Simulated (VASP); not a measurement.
Runs of VASP 6.6.1 on CsAs. The structure is that of space group Pm-3m (No. 221), or close to it. The cells are those of the table. 

```csv
task,cell,cutoff (eV),gap on the mesh (eV),pressure (GPa)
relaxation of cell and atoms,"relaxed to 20 GPa from a = 4.295 Å, 2 atoms",600,none,20.0
single point,"a = 3.474 Å, 2 atoms",520,none,(a)
relaxation of cell and atoms,"relaxed to 10 GPa from a = 4.295 Å, 2 atoms",600,none,10.0
relaxation of cell and atoms,"relaxed to 30 GPa from a = 4.295 Å, 2 atoms",600,none,30.0
single point,"a = 3.579 Å, 2 atoms",520,none,21.1
single point,"a = 3.741 Å, 2 atoms",520,none,10.5
```

Alike in all rows: level LDA; potentials or basis VASP PAW LDA potentials, release 64 (Cs_sv, As); no spin polarisation; k mesh 6 × 6 × 6; smearing fermi-dirac 0.05 eV.

Problem. Fill in the values left out.

Solution. (a) 31.6.

Caveats: spin-orbit coupling is left out, which moves the levels of the heavy elements; the cell is relaxed towards a set pressure, so the enthalpy falls and the energy may rise (some runs).

A k mesh can miss the band edges, and the runs leave out spin-orbit coupling on As, Cs.

A gap of «none» marks levels without a gap at the run's occupations.
